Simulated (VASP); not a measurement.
# Te2Mo (P6_3/mmc) in VASP: a series of runs, part 3 of 3

VASP 6.6.1. Earlier steps stand in the parts before.

**5. Single point, PBEsol**

The input, INCAR:

```
PREC = Accurate
ENCUT = 500
EDIFF = 1E-6
ISMEAR = -1
SIGMA = 0.025
LREAL = F
LASPH = T
NELM = 120
ALGO = Normal
ISIF = 2
LWAVE = F
LCHARG = F
GGA = PS
NBANDS = 35
GGA_COMPAT = F
```

The input, KPOINTS:

```
regular mesh
0
Gamma
  7 7 2
```

The input, POSCAR:

```
Te2Mo
1.0
    3.5182000000      0.0000000000      0.0000000000
   -1.7591000000      3.0468505756      0.0000000000
    0.0000000000      0.0000000000     13.9736000000
Te Mo
4 2
Direct
    0.6666666667      0.3333333333      0.3790000000
    0.3333333333      0.6666666667      0.8790000000
    0.6666666667      0.3333333333      0.1210000000
    0.3333333333      0.6666666667      0.6210000000
    0.6666666667      0.3333333333      0.7500000000
    0.3333333333      0.6666666667      0.2500000000
```

Launch:

```bash
cat potpaw_PBE.64/Te/POTCAR potpaw_PBE.64/Mo_sv/POTCAR > POTCAR
mpirun -np 1 vasp_std > vasp.out
```

It took 97 s on 1 thread of Intel Xeon Platinum 8375C at 2.90GHz (Ice Lake), shared host; peak memory 0.3 GiB.

It converged, with:

```
Free energy            : -39.3874 eV
Pressure               : -1.0 GPa
Largest force          : 0.061 eV/Å
Band gap on the k mesh : 0.81 eV, indirect (least direct gap 1.25 eV)
```

Forces on the atoms (eV/Å):
```
Te   0.000  0.000 -0.061
Te   0.000  0.000 -0.061
Te   0.000  0.000  0.061
Te   0.000  0.000  0.061
Mo   0.000  0.000  0.000
Mo   0.000  0.000  0.000
```

Stress tensor (GPa, compression positive):
```
-1.20  0.00  0.00
 0.00 -1.20  0.00
 0.00  0.00 -0.49
```

Levels at points of the mesh, in eV from the valence-band top:
| k point | band 22 | band 23 | band 24 | band 25 | band 26 | band 27 | band 28 | band 29 | band 30 | band 31 |
| --- | --- | --- | --- | --- | --- | --- | --- | --- | --- | --- |
| (0.00, 0.00, 0.00) | -1.06 | -1.03 | -1.03 | -0.31 | 0.00 | 2.91 | 2.91 | 3.04 | 3.04 | 3.14 |
| (0.00, 0.00, 0.50) | -1.05 | -1.05 | -1.05 | -0.08 | -0.08 | 2.94 | 2.94 | 2.94 | 2.94 | 3.29 |

Caveat: the PAW data sets were made with another functional, which shifts forces and pressure a little; spin-orbit coupling is left out, which moves the levels of the heavy elements; this functional lacks dispersion, which binds the layers, so the pressure and a relaxed spacing across them are unreliable.

**6. Single point, PBEsol**

The input, INCAR:

```
PREC = Accurate
ENCUT = 500
EDIFF = 1E-6
ISMEAR = -1
SIGMA = 0.01
LREAL = F
LASPH = T
NELM = 120
ALGO = Normal
ISIF = 2
LWAVE = F
LCHARG = T
GGA = PS
LELF = T
LVHAR = T
NBANDS = 35
GGA_COMPAT = F
```

The input, KPOINTS:

```
Automatic mesh
0
Gamma
  7 7 2
```

POSCAR is that of step 5.

Potentials or basis: VASP PAW PBE potentials, release 64 (Te, Mo_sv).

Launch:

```bash
cat potpaw_PBE.64/Te/POTCAR potpaw_PBE.64/Mo_sv/POTCAR > POTCAR
mpirun -np 1 vasp_std > vasp.out
```

OUTCAR:

```text
PREC = Accurate
   ENCUT = 500
   EDIFF = 1E-6
   ISMEAR = -1
   LREAL = F
   LASPH = T
   NELM = 120
   ISIF = 2
   GGA = PS

 ion  position               nearest neighbor table
   1  0.667  0.333  0.379-   6 2.72   6 2.72   6 2.72   3 3.61
   2  0.333  0.667  0.879-   5 2.72   5 2.72   5 2.72   4 3.61
   3  0.667  0.333  0.121-   6 2.72   6 2.72   6 2.72   1 3.61
   4  0.333  0.667  0.621-   5 2.72   5 2.72   5 2.72   2 3.61
   5  0.667  0.333  0.750-   2 2.72   4 2.72   2 2.72   4 2.72   2 2.72   4 2.72
   6  0.333  0.667  0.250-   1 2.72   3 2.72   1 2.72   3 2.72   1 2.72   3 2.72

  LATTYP: Found a hexagonal cell.
 ALAT       =     3.5182000000
 C/A-ratio  =     3.9718037633

  Lattice vectors:

 A1 = (   3.5182000000,   0.0000000000,   0.0000000000)
 A2 = (  -1.7591000000,   3.0468505756,   0.0000000000)
 A3 = (   0.0000000000,   0.0000000000,  13.9736000000)

Analysis of symmetry for initial positions (statically):
=====================================================================
 Subroutine PRICEL returns:
 Original cell was already a primitive cell.

 Routine SETGRP: Setting up the symmetry group for a
 hexagonal supercell.

 Subroutine GETGRP returns: Found 24 space group operations
 (whereof 12 operations were pure point group operations)
 out of a pool of 24 trial point group operations.

The static configuration has the point symmetry D_3d.
 The point group associated with its full space group is D_6h.

Analysis of symmetry for dynamics (positions and initial velocities):
=====================================================================
 Subroutine PRICEL returns:
 Original cell was already a primitive cell.

 Routine SETGRP: Setting up the symmetry group for a
 hexagonal supercell.

 Subroutine GETGRP returns: Found 24 space group operations
 (whereof 12 operations were pure point group operations)
[... 121 lines left out ...]
     AMIX     =   0.40;   BMIX     =  1.00
     AMIX_MAG =   1.60;   BMIX_MAG =  1.00
  volume/ion in A,a.u.               =      24.96       168.47
  Fermi-wavevector in a.u.,A,eV,Ry     =   1.150578  2.174277 18.011787  1.323829
  Thomas-Fermi vector in A             =   2.287241
   LORBIT       =      0    0 simple, 1 ext, 2 COOP (PROOUT), +10 PAW based schemes
   GGA     = PS    functional components
   LHFCALC =     F    Hartree Fock is set to
   AEXX    =    0.0000 exact exchange contribution
   IVDW    =     0    specifies the selected vdW correction
   LEPSILON=     F    determine dielectric tensor
   LRPA    =     F    only Hartree local field effects (RPA)
 non-spin polarized calculation
  energy-cutoff  :      500.00
  volume of cell :      149.79
 maximum number of plane-waves:      3831
 NGX is ok and might be reduce to    28
   NGX = 13   NGY = 13   NGZ = 51

 number of electron      51.9999997 magnetization

 Free energy of the ion-electron system (eV)
  ---------------------------------------------------
  ext. energy  EPLUGINS =         0.00000000
  ---------------------------------------------------
  free energy    TOTEN  =       -39.38735683 eV

  energy without entropy =      -39.38735683  energy(sigma->0) =      -39.38735683

 E-fermi :   8.3724     XC(G=0): -10.5811

 val. band max:        8.0174786966   @ k =   0.0000   0.0000   0.0000
 cond. band min:       8.8302254277   @ k =   0.2857   0.1429   0.0000
 fundamental gap:      0.8127467311
 Fermi energy:         8.3723817099

 k-point     1 :       0.0000    0.0000    0.0000
  band No.  band energies     occupation
      1     -52.7215      2.00000
      2     -52.7215      2.00000
      3     -26.9164      2.00000
      4     -26.9164      2.00000
      5     -26.7878      2.00000
      6     -26.7878      2.00000
[... 597 lines left out ...]
     34      11.6623      0.00000
     35      13.0796      0.00000

------------------------ aborting loop because EDIFF is reached ----------------------------------------

  FORCE on cell =-STRESS in cart. coord.  units (eV):
  Direction    XX          YY          ZZ          XY          YZ          ZX
  --------------------------------------------------------------------------------------
  -------------------------------------------------------------------------------------
  Total       -1.1255475     -1.1255475     -0.4610199      0.0000000     -0.0000000      0.0000000
  in kB      -12.0391109    -12.0391109     -4.9311734      0.0000000     -0.0000000      0.0000000
  external PRESSURE =      -9.6697984 kB  Pullay stress =       0.0000000 kB

 VOLUME and BASIS-vectors are now :
 -----------------------------------------------------------------------------
  energy-cutoff  :      500.00
  volume of cell :      149.79
      direct lattice vectors                 reciprocal lattice vectors
     3.518200000  0.000000000  0.000000000     0.284236257  0.164103880  0.000000000
    -1.759100000  3.046850576  0.000000000     0.000000000  0.328207759  0.000000000
     0.000000000  0.000000000 13.973600000     0.000000000  0.000000000  0.071563520

 POSITION                                       TOTAL-FORCE (eV/Angst)
 -----------------------------------------------------------------------------------
      1.75910      1.01562      5.29599        -0.000000     -0.000000     -0.060599
     -0.00000      2.03123     12.28279        -0.000000     -0.000000     -0.060599
      1.75910      1.01562      1.69081         0.000000     -0.000000      0.060599
     -0.00000      2.03123      8.67761        -0.000000     -0.000000      0.060599
      1.75910      1.01562     10.48020         0.000000      0.000000      0.000000
     -0.00000      2.03123      3.49340         0.000000     -0.000000      0.000000
 -----------------------------------------------------------------------------------
    total drift:                               -0.000000      0.000000     -0.000000

  FREE ENERGIE OF THE ION-ELECTRON SYSTEM (eV)
  ---------------------------------------------------
  free  energy   TOTEN  =       -39.3873568279 eV

  energy  without entropy=      -39.3873568279  energy(sigma->0) =      -39.38735683
```

stdout:

```text
POSCAR found type information on POSCAR TeMo
 POSCAR found :  2 types and       6 ions
 scaLAPACK will be used
 -----------------------------------------------------------------------------
|                                                                             |
|                                                                             |
|     You enforced a specific xc type in the INCAR file but a different       |
|     I HOPE YOU KNOW WHAT YOU ARE DOING!                                     |
|                                                                             |
 -----------------------------------------------------------------------------

 LDA part: xc-table for (Slater+PW92), standard interpolation
 POSCAR, INCAR and KPOINTS ok, starting setup
 FFT: planning ... GRIDC
 FFT: planning ... GRID_SOFT
 FFT: planning ... GRID
 WAVECAR not read
 entering main loop
```

It took 1.7 min on 1 thread of Intel Xeon Platinum 8375C at 2.90GHz (Ice Lake), shared host; peak memory 0.3 GiB.

What came out:

| Item | Value |
| --- | --- |
| Free energy | -39.3874 eV |
| Pressure | -1.0 GPa |
| Largest force | 0.061 eV/Å |
| Band gap on the k mesh | 0.81 eV, indirect (least direct gap 1.25 eV) |

Forces in eV/Å, atoms in the order of the input:
```
Te   0.000  0.000 -0.061
Te   0.000  0.000 -0.061
Te   0.000  0.000  0.061
Te   0.000  0.000  0.061
Mo   0.000  0.000  0.000
Mo   0.000  0.000  0.000
```

Caveat: the PAW data sets were made with another functional, which shifts forces and pressure a little; spin-orbit coupling is left out, which moves the levels of the heavy elements; this functional lacks dispersion, which binds the layers, so the pressure and a relaxed spacing across them are unreliable.

**7. The runs side by side**

```csv
level,smearing,gap on the mesh (eV),pressure (GPa),largest force (eV/Å)
PBE,methfessel-paxton 0.1 eV,0.84,3.0,0.19
PBEsol,fermi-dirac 0.05 eV,0.81,-1.0,0.06
PBEsol,fermi-dirac 0.025 eV,0.81,-1.0,0.06
PBEsol,fermi-dirac 0.01 eV,0.81,-1.0,0.06
```

Alike in all rows: task single point; potentials or basis VASP PAW PBE potentials, release 64 (Te, Mo_sv); no spin polarisation; cell as given; k mesh 7 × 7 × 2; cutoff (eV) 500.

On the cell as given the gap runs from 0.81 eV (PBEsol) to 0.84 eV (PBE). The pressure there spans -1.0 GPa (PBEsol) to 3.0 GPa (PBE); a positive pressure means that this level wants a larger cell, a negative one a smaller.

Caveats: spin-orbit coupling is left out, which moves the levels of the heavy elements; this functional lacks dispersion, which binds the layers, so the pressure and a relaxed spacing across them are unreliable; the PAW data sets were made with another functional, which shifts forces and pressure a little (some runs).

Absolute energies hang on the potentials; compare differences alone.

**8. Against experiment**

Step 2. Measured gap of Te2Mo: 0.88 eV (indirect; 300 K; quoted in “Broadband infrared study of pressure-tunable Fano resonance and metallization transition in 2H-MoTe2”, 2022, pmc:9569381). This calculation gives 0.84 eV (-0.04 eV). Spin-orbit coupling on Mo, Te is left out. The value is that of PBE on a finite k mesh, which can miss the band edges, without temperature or zero-point motion. Semilocal functionals fall short of measured gaps as a rule.

Step 3. Measured gap of Te2Mo: 0.88 eV (indirect; 300 K; quoted in “Broadband infrared study of pressure-tunable Fano resonance and metallization transition in 2H-MoTe2”, 2022, pmc:9569381). This calculation gives 0.84 eV (-0.04 eV). Spin-orbit coupling on Mo, Te is left out. The value is that of PBE on a finite k mesh, which can miss the band edges, without temperature or zero-point motion. Semilocal functionals fall short of measured gaps as a rule.

Step 4. A measured gap of Te2Mo is 0.88 eV (indirect; 300 K; quoted in “Broadband infrared study of pressure-tunable Fano resonance and metallization transition in 2H-MoTe2”, 2022, pmc:9569381); the calculated 0.81 eV misses it by -0.07 eV. Spin-orbit coupling on Mo, Te is left out. The value is that of PBEsol on a finite k mesh, which can miss the band edges, without temperature or zero-point motion. Semilocal functionals fall short of measured gaps as a rule.

Step 5. Measured gap of Te2Mo: 0.88 eV (indirect; 300 K; quoted in “Broadband infrared study of pressure-tunable Fano resonance and metallization transition in 2H-MoTe2”, 2022, pmc:9569381). This calculation gives 0.81 eV (-0.07 eV). Spin-orbit coupling on Mo, Te is left out. The value is that of PBEsol on a finite k mesh, which can miss the band edges, without temperature or zero-point motion. Semilocal functionals fall short of measured gaps as a rule.

Step 6. Measured gap of Te2Mo: 0.88 eV (indirect; 300 K; quoted in “Broadband infrared study of pressure-tunable Fano resonance and metallization transition in 2H-MoTe2”, 2022, pmc:9569381). This calculation gives 0.81 eV (-0.07 eV). Spin-orbit coupling on Mo, Te is left out. The value is that of PBEsol on a finite k mesh, which can miss the band edges, without temperature or zero-point motion. Semilocal functionals fall short of measured gaps as a rule.
